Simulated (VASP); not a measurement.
Here is a VASP 6.6.1 calculation.

Contents of INCAR:

```
PREC     = Accurate       # precision mode
ENCUT    = 520            # plane-wave cutoff, eV
EDIFF    = 1E-7           # SCF threshold, eV
ISMEAR   = -1             # smearing method
SIGMA    = 0.1            # smearing width, eV
LREAL    = False          # projectors in reciprocal space
LASPH    = True           # aspherical terms in the spheres
NELM     = 60             # most SCF steps
ALGO     = Normal         # electronic algorithm
ISIF     = 2              # what is computed and relaxed
LWAVE    = False          # write WAVECAR
LCHARG   = True           # write CHGCAR
GGA      = PS             # functional
LELF     = True           # ELF
LVHAR    = True         
NBANDS   = 8              # bands
```

Contents of KPOINTS:

```
Automatic mesh
0
Gamma
  14 14 14
```

POSCAR

```
Si
1.0
   -1.6269150000      1.6269150000      1.3203300000
    1.6269150000     -1.6269150000      1.3203300000
    1.6269150000      1.6269150000     -1.3203300000
Si
1
Direct
    0.0000000000      0.0000000000      0.0000000000
```

Potentials or basis: VASP PAW PBE potentials, release 64 (Si).

Launch:

```bash
$ cat potpaw_PBE.64/Si/POTCAR > POTCAR
$ mpirun -np 1 vasp_std > vasp.out
```

(1) What does it give for the pressure?

(2) Predict the band gap on the k mesh.

Results:

(1) 1.0 GPa.

(2) zero (band 2 reaches 20.33 eV, above the bottom of band 3 at 7.18 eV).

Caveat: the PAW data sets were made with another functional, which shifts forces and pressure a little.
